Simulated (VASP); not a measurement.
AsAu:

```
CELL_PARAMETERS angstrom
5.25007 0.00000 0.00000
0.00000 5.25007 0.00000
0.00000 0.00000 5.25007
ATOMIC_POSITIONS crystal
As 0.13400 0.13400 0.13400
As 0.36600 0.86600 0.63400
As 0.63400 0.36600 0.86600
As 0.86600 0.63400 0.36600
Au 0.84450 0.84450 0.84450
Au 0.65550 0.15550 0.34450
Au 0.34450 0.65550 0.15550
Au 0.15550 0.34450 0.65550
```

```yaml
Program: VASP 6.6.1
Task: relaxation of cell and atoms
Functional: PBE
Potentials_or_basis: VASP PAW PBE potentials, release 64 (As, Au)
Cutoff: 600 eV
k_mesh: 4 × 4 × 4
Occupations: gaussian, width 0.1 eV
Spin: no spin polarisation
```

At the start: pressure 9.2 GPa; volume 18.09 Å³/atom.

**Question.** Where does the relaxation end?

**Answer.** Over 49 steps the energy falls by 129.3 meV/atom and the volume is 23.64 Å³/atom (+30.7 %); space group P2_13 (No. 198, to 0.1 Å) before and after.

The path:
| step | energy change (eV) | largest force (eV/Å) | pressure (GPa) | volume (Å³) |
| --- | --- | --- | --- | --- |
| 1 | 0.0000 | 0.4062 | 9.24 | 144.71 |
| 3 | -0.3195 | 0.2934 | -0.22 | 156.42 |
| 5 | -0.3339 | 0.2551 | -0.02 | 156.09 |
| 7 | -0.3610 | 0.1507 | 1.17 | 155.31 |
| 9 | -0.3691 | 0.0733 | -1.17 | 158.59 |
| 11 | -0.3767 | 0.0472 | -0.04 | 156.70 |
| 13 | -0.3836 | 0.0747 | 0.10 | 157.28 |
| 15 | -0.4238 | 0.3204 | 1.17 | 159.61 |
| 17 | -0.6471 | 0.2650 | 7.75 | 169.18 |
| 19 | -0.6482 | 0.3260 | 7.48 | 168.82 |
| 21 | -0.6483 | 0.3255 | 7.49 | 168.83 |
| 23 | -0.6485 | 0.3223 | 7.50 | 168.85 |
| 25 | -0.6493 | 0.3101 | 7.54 | 168.94 |
| 27 | -0.6514 | 0.2593 | 7.70 | 169.29 |
| 29 | -0.6518 | 0.2234 | 7.81 | 169.52 |
| 31 | -0.6571 | 0.2178 | 7.75 | 169.66 |
| 33 | -0.6802 | 0.1917 | 7.47 | 170.26 |
| 35 | -0.7643 | 0.1899 | 6.38 | 172.70 |
| 37 | -0.9674 | 0.3083 | 2.67 | 182.69 |
| 39 | -0.9908 | 0.4567 | 1.08 | 188.17 |
| 41 | -1.0238 | 0.2476 | 0.36 | 189.08 |
| 43 | -1.0326 | 0.0782 | -0.25 | 189.92 |
| 45 | -1.0333 | 0.0733 | -0.13 | 189.66 |
| 47 | -1.0333 | 0.0319 | 0.39 | 188.40 |
| 49 | -1.0343 | 0.0326 | 0.10 | 189.12 |

Final structure:
```
As Au
1.0
     5.74005    0.00000    0.00000
     0.00000    5.74005    0.00000
     0.00000    0.00000    5.74005
As Au
4 4
Direct
  0.03910 0.03910 0.03910
  0.46090 0.96090 0.53910
  0.53910 0.46090 0.96090
  0.96090 0.53910 0.46090
  0.78965 0.78965 0.78965
  0.71035 0.21035 0.28965
  0.28965 0.71035 0.21035
  0.21035 0.28965 0.71035
```

Caveat: the volume moved by over 15 % at a fixed basis, so the end points are rough.
